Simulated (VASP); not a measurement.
# Ru: single point with PBE

Crystal: Ru.

```xyz
2
Lattice="2.4099 0.0000 0.0000 -1.2049 2.0870 0.0000 0.0000 0.0000 3.8495" Properties=species:S:1:pos:R:3 pbc="T T T"
Ru    0.0000    1.3913    0.9624
Ru    1.2049    0.6957    2.8871
```

- Program: VASP 6.6.1
- Task: single point
- Functional: PBE
- Potentials or basis: VASP PAW PBE potentials, release 64 (Ru_pv)
- Cutoff: 520 eV
- k mesh: 18 × 18 × 10
- Occupations: fermi-dirac, width 0.05 eV
- Spin: no spin polarisation

```
Pressure               : 252.9 GPa
Band gap on the k mesh : zero (bands 14 and 15 overlap by 5.31 eV)
```

Stress tensor (GPa, compression positive):
```
252.79   0.00   0.00
  0.00 252.79   0.00
  0.00   0.00 253.20
```

Levels at points of the mesh, in eV from the Fermi level:
```
           k point  band 10  band 11  band 12  band 13  band 14  band 15  band 16  band 17  band 18  band 19
(0.00, 0.00, 0.00)    -4.34    -4.16    -3.20    -3.20    -2.21    -2.21     1.86     1.86     2.13    10.17
(0.50, 0.00, 0.00)    -4.90    -3.19    -2.34    -2.06     2.58     3.27     3.28     6.61     9.35    10.17
(0.00, 0.00, 0.50)    -4.54    -4.54    -4.54    -3.68    -3.68     0.95     0.95     0.95     0.95    10.17
(0.50, 0.00, 0.50)    -7.44    -1.75    -1.75     0.93     0.93     2.99     2.99     5.36     5.36    10.17
```

It took 120 s on 1 thread of Intel Xeon 8259CL (shared host), peak memory 0.18 GiB.

Caveat: the cell stands under pressure.
